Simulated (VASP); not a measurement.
## MgO: single point with LDA

MgO:

```
Mg O
1.0
     4.16071    0.00000    0.00000
     0.00000   -4.16071    0.00000
     0.00000    0.00000   -4.16071
Mg O
4 4
Cartesian
  0.0000 -4.1607 -4.4727
  2.0804 -2.0804 -4.1607
  2.0804 -4.1607 -2.0804
  0.0000 -2.0804 -2.0804
  2.0804 0.0000 0.0000
  0.0000 -2.0804 0.0000
  0.0000 0.0000 -2.0804
  2.0804 -2.0804 -2.0804
```

This cell differs from its parent crystal: atom 1 (Mg) moved by +0.000 Å along [1 1 0] and -0.312 Å along [0 0 1].

```
Program                : VASP 6.6.1
Task                   : single point
Functional             : LDA
Potentials or basis    : VASP PAW LDA potentials, release 64 (Mg, O)
Cutoff                 : 520 eV
k mesh                 : 6 × 6 × 6
Occupations            : gaussian, width 0.05 eV
Spin                   : no spin polarisation
Dipole correction      : no
Further INCAR settings : ALGO = Normal; EDIFF = 1e-06; NBANDS = 26
```

```yaml
Pressure: 1.9 GPa
Largest_force: 4.867 eV/Å
Band_gap_on_the_k_mesh: 5.01 eV, direct
```

Forces on the atoms (eV/Å):
```
Mg   0.000  0.000  4.867
Mg   0.000  0.000  0.248
Mg   0.000  0.000 -0.858
Mg   0.000  0.000 -0.858
O    0.000  0.000 -0.504
O    0.000  0.000 -0.504
O    0.000  0.000 -2.473
O    0.000  0.000  0.083
```

Stress tensor (GPa, compression positive):
```
-1.60  0.00  0.00
 0.00 -1.60  0.00
 0.00  0.00  8.81
```

Levels at points of the mesh, in eV from the valence-band top:
```
           k point  band 13  band 14  band 15  band 16  band 17  band 18  band 19  band 20
(0.00, 0.00, 0.00)    -1.38    -0.01     0.00     0.00     5.01     8.90     8.98     8.98
(0.50, 0.00, 0.00)    -0.83    -0.77    -0.75    -0.75     8.33     8.33    10.85    11.02
(0.00, 0.00, 0.50)    -0.89    -0.89    -0.67    -0.67     8.07     8.43    10.59    11.38
(0.50, 0.50, 0.00)    -0.80    -0.80    -0.63    -0.54     9.61     9.65     9.69     9.69
(0.00, 0.50, 0.50)    -0.76    -0.70    -0.67    -0.64     9.46     9.50     9.76     9.88
(0.50, 0.50, 0.50)    -0.68    -0.68    -0.63    -0.54     7.90     7.92     8.02     8.02
```

Wall time 38 s on 1 thread of Intel(R) Xeon(R) Platinum 8488C (Sapphire Rapids), on a shared host, peak memory 0.18 GiB.

Caveat: the cell differs from its parent crystal (atom 1 (Mg) moved by +0.000 Å along [1 1 0] and -0.312 Å along [0 0 1]); forces of over 1 eV/Å act on the atoms, so gaps and moduli don't describe the material at rest.
